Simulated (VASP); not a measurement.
## AlSn4: density of states with PBE

Crystal: AlSn4.

```
Al Sn
1.0
     5.31524    0.00000    0.00000
     0.00000    5.31524    0.00000
     0.00000    0.00000    5.31524
Al Sn
1 4
Cartesian
  0.0000 0.0000 0.0000
  1.5767 3.7386 3.7386
  3.7386 1.5767 3.7386
  3.7386 3.7386 1.5767
  1.5767 1.5767 1.5767
```

```
Program                 : VASP 6.6.1
Task                    : density of states
Functional              : PBE
Potentials or basis     : VASP PAW PBE potentials, release 64 (Al, Sn_d)
Cutoff                  : 520 eV
k mesh                  : 8 × 8 × 8
Occupations             : gaussian, width 0.1 eV
Spin                    : no spin polarisation
Dipole correction       : no
k mesh for the DOS      : 12 × 12 × 12
Occupations for the DOS : tetrahedron
Further INCAR settings  : ALGO = Fast; EDIFF = 1e-06; NBANDS = 38
```

```yaml
Valence_electrons_inside_the_program's_atomic_spheres: Al 0.78; Sn 12.19
```

Levels at points of the mesh, in eV from the Fermi level:
| k point | band 27 | band 28 | band 29 | band 30 | band 31 | band 32 | band 33 | band 34 |
| --- | --- | --- | --- | --- | --- | --- | --- | --- |
| (0.00, 0.00, 0.00) | -2.61 | -0.30 | -0.30 | -0.30 | 1.74 | 2.05 | 2.05 | 2.05 |
| (0.50, 0.00, 0.00) | -1.77 | -1.27 | -1.27 | -0.34 | 0.89 | 1.29 | 2.25 | 2.25 |
| (0.50, 0.50, 0.00) | -1.37 | -1.37 | -0.93 | -0.47 | -0.24 | -0.24 | 2.74 | 3.32 |
| (0.50, 0.50, 0.50) | -3.76 | -3.76 | 3.10 | 3.10 | 3.10 | 3.10 | 3.10 | 3.76 |

It took 7.5 min on 1 thread of Intel(R) Xeon(R) Platinum 8259CL CPU @ 2.50GHz (Skylake/Cascade Lake), on a shared host, peak memory 0.49 GiB.

Caveat: spin-orbit coupling is left out, which moves the levels of the heavy elements.
